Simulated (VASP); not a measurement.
# F (C2/c) in VASP: notebook, part 2 of 2

VASP 6.6.1. Earlier steps stand in the parts before.

**3. Single point, PBE+D3(BJ) (18.29 Å³/atom)**

INCAR reads:

```
PREC = Accurate
ENCUT = 520
EDIFF = 1E-7
ISMEAR = 0
SIGMA = 0.05
LREAL = F
LASPH = T
NELM = 100
ALGO = Normal
ISIF = 2
LWAVE = F
LCHARG = F
GGA = PE
IVDW = 12
NBANDS = 22
```

KPOINTS reads:

```
Automatic mesh
0
Gamma
  8 8 4
```

POSCAR reads:

```
F
1.0
    2.9512705687     -1.8021062188      0.3114562429
    2.9512705687      1.8021062188      0.3114562429
   -0.8461254206      0.0000000000      6.7874529281
F
4
Direct
    0.9138648456      0.5855481450      0.0939279973
    0.4144518550      0.0861351544      0.4060720027
    0.0861351544      0.4144518550      0.9060720027
    0.5855481450      0.9138648456      0.5939279973
```

Potentials or basis: VASP PAW PBE potentials, release 64 (F).

The run is started by

```bash
cat potpaw_PBE.64/F/POTCAR > POTCAR
mpirun -np 1 vasp_std > vasp.out
```

OUTCAR:

```text
PREC = Accurate
   ENCUT = 520
   EDIFF = 1E-7
   ISMEAR = 0
   LREAL = F
   LASPH = T
   NELM = 100
   ISIF = 2
   GGA = PE
   IVDW = 12
 IVDW          = 12

 ion  position               nearest neighbor table
   1  0.914  0.586  0.094-   3 1.43
   2  0.414  0.086  0.406-   4 1.43
   3  0.086  0.414  0.906-   1 1.43
   4  0.586  0.914  0.594-   2 1.43

  LATTYP: Found a base centered monoclinic cell.
 ALAT       =     5.9353190179
 B/A-ratio  =     0.6072483091
 C/A-ratio  =     1.1524214089
 COS(beta)  =    -0.0188755624

  Lattice vectors:

 A1 = (   2.9512705687,  -1.8021062188,   0.3114562429)
 A2 = (   2.9512705687,   1.8021062188,   0.3114562429)
 A3 = (  -0.8461254206,   0.0000000000,   6.7874529281)

Analysis of symmetry for initial positions (statically):
=====================================================================
 Subroutine PRICEL returns:
 Original cell was already a primitive cell.

 Routine SETGRP: Setting up the symmetry group for a
 base centered monoclinic supercell.

 Subroutine GETGRP returns: Found  4 space group operations
 (whereof  2 operations were pure point group operations)
 out of a pool of  4 trial point group operations.

The static configuration has the point symmetry S_2 .
 The point group associated with its full space group is C_2h.

Analysis of symmetry for dynamics (positions and initial velocities):
=====================================================================
 Subroutine PRICEL returns:
 Original cell was already a primitive cell.

 Routine SETGRP: Setting up the symmetry group for a
 base centered monoclinic supercell.

 Subroutine GETGRP returns: Found  4 space group operations
 (whereof  2 operations were pure point group operations)
[... 121 lines left out ...]
   EFERMI =   0.00;   METHOD = LEGACY
   ISMEAR =     0;   SIGMA  =   0.05  broadening in eV -4-tet -1-fermi 0-gaus
   EFERMI_NEDOS =   21; number of points for ismear=-14 and -15
   IALGO  =     38    algorithm
   IMIX   =      4    mixing-type and parameters
     AMIX     =   0.40;   BMIX     =  1.00
     AMIX_MAG =   1.60;   BMIX_MAG =  1.00
  volume/ion in A,a.u.               =      18.29       123.41
  Fermi-wavevector in a.u.,A,eV,Ry     =   1.188666  2.246254 19.224053  1.412928
  Thomas-Fermi vector in A             =   2.324791
   LORBIT       =      0    0 simple, 1 ext, 2 COOP (PROOUT), +10 PAW based schemes
   GGA     = PE    functional components
   LHFCALC =     F    Hartree Fock is set to
   AEXX    =    0.0000 exact exchange contribution
   IVDW    =    12    specifies the selected vdW correction
   LEPSILON=     F    determine dielectric tensor
   LRPA    =     F    only Hartree local field effects (RPA)
 non-spin polarized calculation
 Gauss-broadening in eV      SIGMA  =   0.05
  energy-cutoff  :      520.00
  volume of cell :       73.15
 maximum number of plane-waves:      1997
 NGX is ok and might be reduce to    28
   NGX = 13   NGY = 13   NGZ = 25

 number of electron      28.0000002 magnetization

 Free energy of the ion-electron system (eV)
  ---------------------------------------------------
  ext. energy  EPLUGINS =         0.00000000
  ---------------------------------------------------
  free energy    TOTEN  =        -7.32436508 eV

  energy without entropy =       -7.32436508  energy(sigma->0) =       -7.32436508

 E-fermi :  -5.5648     XC(G=0):  -7.0616

 val. band max:       -5.8356761398   @ k =   0.0000   0.0000   0.0000
 cond. band min:      -2.9498591259   @ k =   0.0000   0.0000   0.0000
 fundamental gap:      2.8858170139
 Fermi energy:        -5.5648314485

 k-point     1 :       0.0000    0.0000    0.0000
  band No.  band energies     occupation
      1     -30.4448      2.00000
      2     -30.3501      2.00000
      3     -24.4238      2.00000
      4     -24.1639      2.00000
      5     -12.1374      2.00000
      6     -11.5607      2.00000
[... 589 lines left out ...]
     21      11.4940      0.00000
     22      12.1287      0.00000

 [... further k-points ...]

------------------------ aborting loop because EDIFF is reached ----------------------------------------

 Edisp (eV)   -0.09900

 E8    (eV) :    -0.0212

  FORCE on cell =-STRESS in cart. coord.  units (eV):
  Direction    XX          YY          ZZ          XY          YZ          ZX
  --------------------------------------------------------------------------------------
  -------------------------------------------------------------------------------------
  Total      -0.29168    -0.23033    -0.10549     0.00000     0.00000    -0.02159
  in kB      -6.38871    -5.04497    -2.31056     0.00000     0.00000    -0.47284
  external pressure =       -4.58 kB  Pullay stress =        0.00 kB

 VOLUME and BASIS-vectors are now :
 -----------------------------------------------------------------------------
  energy-cutoff  :      520.00
  volume of cell :       73.15
      direct lattice vectors                 reciprocal lattice vectors
     2.951270569 -1.802106219  0.311456243     0.167218668 -0.277453124  0.020845517
     2.951270569  1.802106219  0.311456243     0.167218668  0.277453124  0.020845517
    -0.846125421  0.000000000  6.787452928    -0.015346345  0.000000000  0.145417593

 POSITION                                       TOTAL-FORCE (eV/Angst)
 -----------------------------------------------------------------------------------
      4.34570     -0.59166      1.10453        -0.006546      0.030672      0.064428
      1.13378     -0.59166      2.91211         0.006546      0.030672     -0.064428
      0.71072      0.59166      6.30583         0.006546     -0.030672     -0.064428
      3.92264      0.59166      4.49826        -0.006546     -0.030672      0.064428
 -----------------------------------------------------------------------------------
    total drift:                               -0.000000     -0.000000      0.000000

  FREE ENERGIE OF THE ION-ELECTRON SYSTEM (eV)
  ---------------------------------------------------
  free  energy   TOTEN  =        -7.4233647243 eV

  energy  without entropy=       -7.4233647243  energy(sigma->0) =       -7.42336472
```

OSZICAR:

```text
N       E                     dE             d eps       ncg     rms          rms(c)
DAV:   1     0.192252360841E+03    0.19225E+03   -0.15672E+04  3464   0.117E+03
DAV:   2     0.106961185025E+01   -0.19118E+03   -0.18497E+03  4676   0.291E+02
DAV:   3    -0.888569703313E+01   -0.99553E+01   -0.99087E+01  3984   0.664E+01
DAV:   4    -0.895345329820E+01   -0.67756E-01   -0.67753E-01  3624   0.624E+00
DAV:   5    -0.895387446276E+01   -0.42116E-03   -0.42116E-03  3984   0.468E-01    0.112E+01
DAV:   6    -0.773351348593E+01    0.12204E+01   -0.43228E-01  3438   0.661E+00    0.631E+00
DAV:   7    -0.732608403558E+01    0.40743E+00   -0.58439E-01  3432   0.722E+00    0.687E-01
DAV:   8    -0.732413007017E+01    0.19540E-02   -0.70876E-02  3594   0.188E+00    0.113E-01
DAV:   9    -0.732428420330E+01   -0.15413E-03   -0.80076E-04  3876   0.211E-01    0.598E-02
DAV:  10    -0.732436397669E+01   -0.79773E-04   -0.93831E-05  3564   0.878E-02    0.174E-02
DAV:  11    -0.732436496850E+01   -0.99181E-06   -0.11406E-05  3846   0.317E-02    0.452E-03
DAV:  12    -0.732436499371E+01   -0.25215E-07   -0.10781E-06  3762   0.862E-03    0.198E-03
DAV:  13    -0.732436508451E+01   -0.90798E-07   -0.22636E-08  2520   0.156E-03
   1 F= -.74233647E+01 E0= -.74233647E+01  d E =-.330582E-16
```

It took 2.2 min on 1 thread of Oxide Virtual Turin-like, shared host; peak memory 0.21 GiB.

Results:

| Item | Value |
| --- | --- |
| Free energy | -7.4234 eV |
| Pressure | -0.5 GPa |
| Largest force | 0.072 eV/Å |
| Band gap on the k mesh | 2.89 eV |
| Dispersion energy per atom | -0.025 eV |

Forces on the atoms (eV/Å):
```
F   -0.007  0.031  0.064
F    0.007  0.031 -0.064
F    0.007 -0.031 -0.064
F   -0.007 -0.031  0.064
```

Stress tensor (GPa, compression positive):
```
-0.64  0.00 -0.05
 0.00 -0.50  0.00
-0.05  0.00 -0.23
```

A k mesh can miss the band edges.

**4. Single point, PBE+D3(BJ) (18.29 Å³/atom)**

INCAR reads:

```
SYSTEM = F
ALGO     = Normal         ! electronic algorithm
EDIFF    = 1E-6           ! SCF threshold, eV
ENCUT    = 520            ! plane-wave cutoff, eV
GGA      = PE             ! functional
ISIF     = 2              ! what is computed and relaxed
ISMEAR   = 0              ! smearing method
IVDW     = 12             ! dispersion correction
LASPH    = .True.         ! aspherical terms in the spheres
LCHARG   = .True.         ! write CHGCAR
LELF     = .True.         ! ELF
LREAL    = .False.        ! projectors in reciprocal space
LVHAR    = .True.       
LWAVE    = .False.        ! write WAVECAR
NBANDS   = 22             ! bands
NELM     = 60             ! most SCF steps
PREC     = Accurate       ! precision mode
SIGMA    = 0.05           ! smearing width, eV
```

KPOINTS reads:

```
k-points
0
Gamma
  8 8 4
  0 0 0
```

POSCAR reads:

```
F
1.0
    3.0312537854     -1.7781719275      0.3198971065
    3.0312537854      1.7781719275      0.3198971065
   -0.8400727309      0.0000000000      6.6967596301
F
4
Direct
    0.9138648456      0.5855481450      0.0939279973
    0.4144518550      0.0861351544      0.4060720027
    0.0861351544      0.4144518550      0.9060720027
    0.5855481450      0.9138648456      0.5939279973
```

The run is started by

```bash
cat potpaw_PBE.64/F/POTCAR > POTCAR
mpirun -np 1 vasp_std > vasp.out
```

Wall time 2.9 min (1 thread of Oxide Virtual Turin-like, shared host); peak memory 0.2 GiB.

The run converged. Its results:

| Item | Value |
| --- | --- |
| Free energy | -7.4065 eV |
| Pressure | 1.0 GPa |
| Largest force | 0.757 eV/Å |
| Band gap on the k mesh | 3.10 eV |
| Dispersion energy per atom | -0.025 eV |

Forces in eV/Å, atoms in the order of the input:
```
F   -0.085  0.332  0.675
F    0.085  0.332 -0.675
F    0.085 -0.332 -0.675
F   -0.085 -0.332  0.675
```

Stress tensor (GPa, compression positive):
```
-0.64  0.00 -0.51
 0.00  0.38  0.00
-0.51  0.00  3.33
```

Levels at points of the mesh, in eV from the valence-band top:
| k point | band 12 | band 13 | band 14 | band 15 | band 16 | band 17 |
| --- | --- | --- | --- | --- | --- | --- |
| (0.00, 0.00, 0.00) | -0.11 | -0.06 | 0.00 | 3.10 | 3.85 | 8.74 |
| (0.50, 0.00, 0.00) | -0.23 | -0.11 | -0.10 | 3.55 | 3.55 | 12.70 |
| (0.50, 0.50, 0.00) | -0.40 | -0.07 | -0.04 | 3.26 | 3.81 | 12.22 |
| (0.00, 0.00, 0.50) | -0.22 | -0.06 | -0.06 | 3.45 | 3.45 | 9.65 |
| (0.50, 0.00, 0.50) | -0.20 | -0.08 | -0.07 | 3.52 | 3.53 | 13.22 |
| (0.50, 0.50, 0.50) | -0.25 | -0.24 | -0.24 | 3.53 | 3.53 | 12.82 |

**5. Single point, PBE+D3(BJ) (18.29 Å³/atom)**

INCAR reads:

```
SYSTEM = F
PREC = Accurate
ENCUT = 520
EDIFF = 1E-7
ISMEAR = 0
SIGMA = 0.05
LREAL = .False.
LASPH = .True.
NELM = 100
ALGO = Normal
ISIF = 2
LWAVE = .False.
LCHARG = .False.
GGA = PE
IVDW = 12
NBANDS = 22
```

KPOINTS reads:

```
Automatic mesh
0
Gamma
  8 8 4
  0 0 0
```

POSCAR reads:

```
F
1.0
    2.8734458759     -1.8263473895      0.3032431747
    2.8734458759      1.8263473895      0.3032431747
   -0.8523942391      0.0000000000      6.8792944539
F
4
Direct
    0.9138648456      0.5855481450      0.0939279973
    0.4144518550      0.0861351544      0.4060720027
    0.0861351544      0.4144518550      0.9060720027
    0.5855481450      0.9138648456      0.5939279973
```

Potentials or basis: VASP PAW PBE potentials, release 64 (F).

The run is started by

```bash
cat potpaw_PBE.64/F/POTCAR > POTCAR
mpirun -np 1 vasp_std > vasp.out
```

OUTCAR:

```text
SYSTEM = F
   PREC = Accurate
   ENCUT = 520
   EDIFF = 1E-7
   ISMEAR = 0
   LREAL = .False.
   LASPH = .True.
   NELM = 100
   ISIF = 2
   GGA = PE
   IVDW = 12
 IVDW          = 12

 ion  position               nearest neighbor table
   1  0.914  0.586  0.094-   3 1.45
   2  0.414  0.086  0.406-   4 1.45
   3  0.086  0.414  0.906-   1 1.45
   4  0.586  0.914  0.594-   2 1.45

  LATTYP: Found a base centered monoclinic cell.
 ALAT       =     5.7788052830
 B/A-ratio  =     0.6320847649
 C/A-ratio  =     1.1995389810
 COS(beta)  =    -0.0181341353

  Lattice vectors:

 A1 = (   2.8734458759,  -1.8263473895,   0.3032431747)
 A2 = (   2.8734458759,   1.8263473895,   0.3032431747)
 A3 = (  -0.8523942391,   0.0000000000,   6.8792944539)

Analysis of symmetry for initial positions (statically):
=====================================================================
 Subroutine PRICEL returns:
 Original cell was already a primitive cell.

 Routine SETGRP: Setting up the symmetry group for a
 base centered monoclinic supercell.

 Subroutine GETGRP returns: Found  4 space group operations
 (whereof  2 operations were pure point group operations)
 out of a pool of  4 trial point group operations.

The static configuration has the point symmetry S_2 .
 The point group associated with its full space group is C_2h.

Analysis of symmetry for dynamics (positions and initial velocities):
=====================================================================
 Subroutine PRICEL returns:
 Original cell was already a primitive cell.

 Routine SETGRP: Setting up the symmetry group for a
 base centered monoclinic supercell.

 Subroutine GETGRP returns: Found  4 space group operations
 (whereof  2 operations were pure point group operations)
[... 122 lines left out ...]
   ISMEAR =     0;   SIGMA  =   0.05  broadening in eV -4-tet -1-fermi 0-gaus
   EFERMI_NEDOS =   21; number of points for ismear=-14 and -15
   IALGO  =     38    algorithm
   IMIX   =      4    mixing-type and parameters
     AMIX     =   0.40;   BMIX     =  1.00
     AMIX_MAG =   1.60;   BMIX_MAG =  1.00
  volume/ion in A,a.u.               =      18.29       123.41
  Fermi-wavevector in a.u.,A,eV,Ry     =   1.188666  2.246254 19.224053  1.412928
  Thomas-Fermi vector in A             =   2.324791
   LORBIT       =      0    0 simple, 1 ext, 2 COOP (PROOUT), +10 PAW based schemes
   GGA     = PE    functional components
   LHFCALC =     F    Hartree Fock is set to
   AEXX    =    0.0000 exact exchange contribution
   IVDW    =    12    specifies the selected vdW correction
   LEPSILON=     F    determine dielectric tensor
   LRPA    =     F    only Hartree local field effects (RPA)
 non-spin polarized calculation
 Gauss-broadening in eV      SIGMA  =   0.05
  energy-cutoff  :      520.00
  volume of cell :       73.15
 maximum number of plane-waves:      1991
 NGX is ok and might be reduce to    28
   NGX = 13   NGY = 13   NGZ = 25

 number of electron      27.9999999 magnetization

 Free energy of the ion-electron system (eV)
  ---------------------------------------------------
  ext. energy  EPLUGINS =         0.00000000
  ---------------------------------------------------
  free energy    TOTEN  =        -7.31366443 eV

  energy without entropy =       -7.31366443  energy(sigma->0) =       -7.31366443

 E-fermi :  -5.6791     XC(G=0):  -7.0797

 val. band max:       -5.9151115617   @ k =   0.0000   0.0000   0.0000
 cond. band min:      -3.2333213279   @ k =   0.0000   0.0000   0.0000
 fundamental gap:      2.6817902337
 Fermi energy:        -5.6791494343

 k-point     1 :       0.0000    0.0000    0.0000
  band No.  band energies     occupation
      1     -30.2123      2.00000
      2     -30.1228      2.00000
      3     -24.5316      2.00000
      4     -24.2964      2.00000
      5     -12.0374      2.00000
      6     -11.5008      2.00000
[... 589 lines left out ...]
     21      11.3936      0.00000
     22      12.0951      0.00000

 [... further k-points ...]

------------------------ aborting loop because EDIFF is reached ----------------------------------------

 Edisp (eV)   -0.09941

 E8    (eV) :    -0.0213

  FORCE on cell =-STRESS in cart. coord.  units (eV):
  Direction    XX          YY          ZZ          XY          YZ          ZX
  --------------------------------------------------------------------------------------
  -------------------------------------------------------------------------------------
  Total      -0.28755    -0.59794    -1.60643     0.00000     0.00000     0.17253
  in kB      -6.29838   -13.09690   -35.18599     0.00000     0.00000     3.77904
  external pressure =      -18.19 kB  Pullay stress =        0.00 kB

 VOLUME and BASIS-vectors are now :
 -----------------------------------------------------------------------------
  energy-cutoff  :      520.00
  volume of cell :       73.15
      direct lattice vectors                 reciprocal lattice vectors
     2.873445876 -1.826347389  0.303243175     0.171761107 -0.273770479  0.021282441
     2.873445876  1.826347389  0.303243175     0.171761107  0.273770479  0.021282441
    -0.852394239  0.000000000  6.879294454    -0.015142653  0.000000000  0.143487460

 POSITION                                       TOTAL-FORCE (eV/Angst)
 -----------------------------------------------------------------------------------
      4.22842     -0.59962      1.10085         0.063119     -0.241783     -0.486245
      1.09228     -0.59962      2.94529        -0.063119     -0.241783      0.486245
      0.66608      0.59962      6.38494        -0.063119      0.241783      0.486245
      3.80222      0.59962      4.54049         0.063119      0.241783     -0.486245
 -----------------------------------------------------------------------------------
    total drift:                               -0.000000     -0.000000      0.000000

  FREE ENERGIE OF THE ION-ELECTRON SYSTEM (eV)
  ---------------------------------------------------
  free  energy   TOTEN  =        -7.4130701814 eV

  energy  without entropy=       -7.4130701814  energy(sigma->0) =       -7.41307018
```

OSZICAR:

```text
N       E                     dE             d eps       ncg     rms          rms(c)
DAV:   1     0.192682756503E+03    0.19268E+03   -0.15702E+04  3440   0.117E+03
DAV:   2     0.123744224647E+01   -0.19145E+03   -0.18582E+03  4800   0.290E+02
DAV:   3    -0.885350517685E+01   -0.10091E+02   -0.10041E+02  3864   0.662E+01
DAV:   4    -0.892247062424E+01   -0.68965E-01   -0.68962E-01  3738   0.627E+00
DAV:   5    -0.892289589986E+01   -0.42528E-03   -0.42527E-03  3864   0.469E-01    0.111E+01
DAV:   6    -0.771786405160E+01    0.12050E+01   -0.41027E-01  3486   0.641E+00    0.631E+00
DAV:   7    -0.731534488300E+01    0.40252E+00   -0.56367E-01  3450   0.705E+00    0.658E-01
DAV:   8    -0.731342940381E+01    0.19155E-02   -0.67847E-02  3678   0.183E+00    0.107E-01
DAV:   9    -0.731357946305E+01   -0.15006E-03   -0.75539E-04  3822   0.204E-01    0.588E-02
DAV:  10    -0.731366346860E+01   -0.84006E-04   -0.88910E-05  3624   0.859E-02    0.165E-02
DAV:  11    -0.731366437228E+01   -0.90368E-06   -0.11165E-05  3726   0.313E-02    0.436E-03
DAV:  12    -0.731366442533E+01   -0.53046E-07   -0.89155E-07  3828   0.786E-03
   1 F= -.74130702E+01 E0= -.74130702E+01  d E =-.501836E-13
```

Wall time 2.6 min (1 thread of Oxide Virtual Turin-like, shared host); peak memory 0.2 GiB.

What came out:

```
Free energy                : -7.4131 eV
Pressure                   : -1.8 GPa
Largest force              : 0.547 eV/Å
Band gap on the k mesh     : 2.68 eV
Dispersion energy per atom : -0.025 eV
```

Forces on the atoms (eV/Å):
```
F    0.063 -0.242 -0.486
F   -0.063 -0.242  0.486
F   -0.063  0.242  0.486
F    0.063  0.242 -0.486
```

Stress tensor (GPa, compression positive):
```
-0.63  0.00  0.38
 0.00 -1.31  0.00
 0.38  0.00 -3.52
```

Levels at points of the mesh, in eV from the valence-band top:
```tsv
k point	band 11	band 12	band 13	band 14	band 15	band 16	band 17	band 18
(0.00, 0.00, 0.00)	-0.30	-0.06	-0.05	0.00	2.68	3.36	8.94	11.56
(0.50, 0.00, 0.00)	-0.25	-0.24	-0.08	-0.07	3.10	3.10	12.92	12.93
(0.50, 0.50, 0.00)	-0.45	-0.36	-0.07	-0.05	2.86	3.32	12.96	13.94
(0.00, 0.00, 0.50)	-0.19	-0.19	-0.03	-0.03	3.01	3.01	9.81	9.81
(0.50, 0.00, 0.50)	-0.22	-0.20	-0.05	-0.04	3.07	3.08	13.45	13.48
(0.50, 0.50, 0.50)	-0.25	-0.25	-0.23	-0.23	3.09	3.09	13.49	13.49
```

**6. Summary**

```tsv
cell	gap on the mesh (eV)	pressure (GPa)	largest force (eV/Å)
a = 3.320, b = 3.320, c = 7.119 Å, angles 90.8, 90.8, 68.8°, 4 atoms	2.30	-4.2	1.60
a = 3.472, b = 3.472, c = 6.840 Å, angles 90.9, 90.9, 62.5°, 4 atoms	2.89	-0.5	0.07
a = 3.529, b = 3.529, c = 6.749 Å, angles 91.0, 91.0, 60.5°, 4 atoms	3.10	1.0	0.76
a = 3.418, b = 3.418, c = 6.932 Å, angles 90.9, 90.9, 64.6°, 4 atoms	2.68	-1.8	0.55
```

Alike in all rows: task single point; level PBE+D3(BJ); potentials or basis VASP PAW PBE potentials, release 64 (F); no spin polarisation; k mesh 8 × 8 × 4; cutoff (eV) 520; smearing gaussian 0.05 eV.

Caveats: the stress differs along the axes, from -9 to -1 GPa (at least some runs); forces of over 1 eV/Å act on the atoms, so gaps and moduli don't describe the material at rest (at least some runs).

Absolute energies hang on the potentials; compare differences alone.
